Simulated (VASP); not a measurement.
**Cd2S: single point with PBE**

Crystal: Cd2S.

```
Cd S
1.0
    -2.60598    2.60598    3.70297
     2.60598   -2.60598    3.70297
     2.60598    2.60598   -3.70297
Cd S
2 1
Direct
  0.67535 0.67535 0.00000
  0.32465 0.32465 0.00000
  0.00000 0.00000 0.00000
```

The cell was built from a structure type or drawn by symmetry, and may not be a known phase.

| Property | Result |
| --- | --- |
| Program | VASP 6.6.1 |
| Task | single point |
| Functional | PBE |
| Potentials or basis | VASP PAW PBE potentials, release 64 (Cd, S) |
| Cutoff | 520 eV |
| k mesh | 10 × 10 × 10 |
| Occupations | gaussian, width 0.02 eV |
| Spin | no spin polarisation |

```
Pressure               : 0.2 GPa
Largest force          : 0.008 eV/Å
Band gap on the k mesh : 0.22 eV
```

Forces in eV/Å, atoms in the order of the input:
```
Cd   0.000  0.000 -0.008
Cd   0.000  0.000  0.008
S    0.000  0.000  0.000
```

Stress tensor (GPa, compression positive):
```
0.00 0.00 0.00
0.00 0.00 0.00
0.00 0.00 0.73
```

Levels at points of the mesh, in eV from the valence-band top:
```tsv
k point	band 11	band 12	band 13	band 14	band 15	band 16	band 17	band 18	band 19	band 20
(0.00, 0.00, 0.00)	-7.91	-3.31	-2.86	-0.91	-0.91	3.60	3.60	4.69	5.17	5.34
(0.50, 0.00, 0.00)	-7.42	-4.30	-1.95	-1.11	0.00	0.22	3.08	3.19	5.09	6.47
(0.50, 0.50, 0.00)	-7.89	-3.61	-2.50	-2.43	-1.10	2.10	3.32	4.42	5.06	5.52
(0.50, 0.50, 0.50)	-7.89	-4.60	-2.13	-1.77	-1.77	3.45	4.15	4.15	4.81	6.36
```

It took 85 s on 1 thread of Intel(R) Xeon(R) 6975P-C (Granite Rapids) (shared host), peak memory 0.37 GiB.

A k mesh can miss the band edges.
